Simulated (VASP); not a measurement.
Here is a VASP 6.6.1 calculation.

INCAR

```
SYSTEM = TiB2
PREC = Accurate
ENCUT = 520
EDIFF = 1E-6
ISMEAR = 0
SIGMA = 0.15
LREAL = .False.
LASPH = .True.
NELM = 60
ALGO = Normal
ISIF = 2
LWAVE = .False.
LCHARG = .False.
GGA = PE
NBANDS = 16
```

Contents of KPOINTS:

```
regular mesh
0
Gamma
  18 18 14
  0 0 0
```

POSCAR

```
TiB2
1.0
    3.0621229015      0.0000000000      0.0000000000
   -1.5310614508      2.6518762222      0.0000000000
    0.0000000000      0.0000000000      3.2242295241
Ti B
1 2
Direct
    0.0000000000      0.0000000000      0.0000000000
    0.3333333333      0.6666666667      0.5000000000
    0.6666666667      0.3333333333      0.5000000000
```

Potentials or basis: VASP PAW PBE potentials, release 64 (Ti_sv, B).

Command:

```sh
$ cat potpaw_PBE.64/Ti_sv/POTCAR potpaw_PBE.64/B/POTCAR > POTCAR
$ mpirun -np 1 vasp_std > vasp.out
```

**Question.** Predict the pressure.

**Answer.** -5.0 GPa.

**Question.** Predict the band gap on the k mesh.

**Answer.** Zero (band 9 reaches 10.12 eV, above the bottom of band 10 at 9.53 eV).

Stress tensor (GPa, compression positive):
```
-6.61  0.00  0.00
 0.00 -6.61  0.00
 0.00  0.00 -1.69
```

Caveat: the cell differs from its parent crystal (strain +0.0100 x Voigt [1, 1, 0, 0, 0, 0]).
